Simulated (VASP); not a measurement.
Wanted: the native input for a VASP 6.6.1 run.

```yaml
Task: single point
Functional: revPBE
Potentials_or_basis: VASP PAW PBE potentials, release 64 (Mn_pv)
Cutoff: 520 eV
k_mesh: 17 × 17 × 17
Occupations: fermi-dirac, width 0.1 eV
Spin: no spin polarisation
Dipole_correction: no
Further_INCAR_settings: ALGO = Normal; EDIFF = 1e-07; NBANDS = 12
```

The structure of Mn lies in POSCAR:

```
Mn
1.0
    0.0000000000      1.7604696462      1.7604696462
    1.7604696462      0.0000000000      1.7604696462
    1.7604696462      1.7604696462      0.0000000000
Mn
1
Direct
    0.0000000000      0.0000000000      0.0000000000
```

The input as run:

INCAR

```
PREC = Accurate
ENCUT = 520
EDIFF = 1E-7
ISMEAR = -1
SIGMA = 0.1
LREAL = False
LASPH = True
NELM = 60
ALGO = Normal
ISIF = 2
LWAVE = False
LCHARG = False
GGA = RE
NBANDS = 12
```

KPOINTS

```
Automatic mesh
0
Gamma
  17 17 17
```

Potentials or basis: VASP PAW PBE potentials, release 64 (Mn_pv).

Command:

```bash
$ cat potpaw_PBE.64/Mn_pv/POTCAR > POTCAR
$ mpirun -np 1 vasp_std > vasp.out
```

Results of the run:

```yaml
Pressure: 0.1 GPa
```

Caveat: the PAW data sets were made with another functional, which shifts forces and pressure a little; the run has no spin polarisation, though such a crystal can be magnetic.

Run time: 34 s on 1 thread of Intel(R) Xeon(R) Platinum 8175M CPU @ 2.50GHz (Skylake/Cascade Lake), with other jobs on the host, peak memory 0.14 GiB.
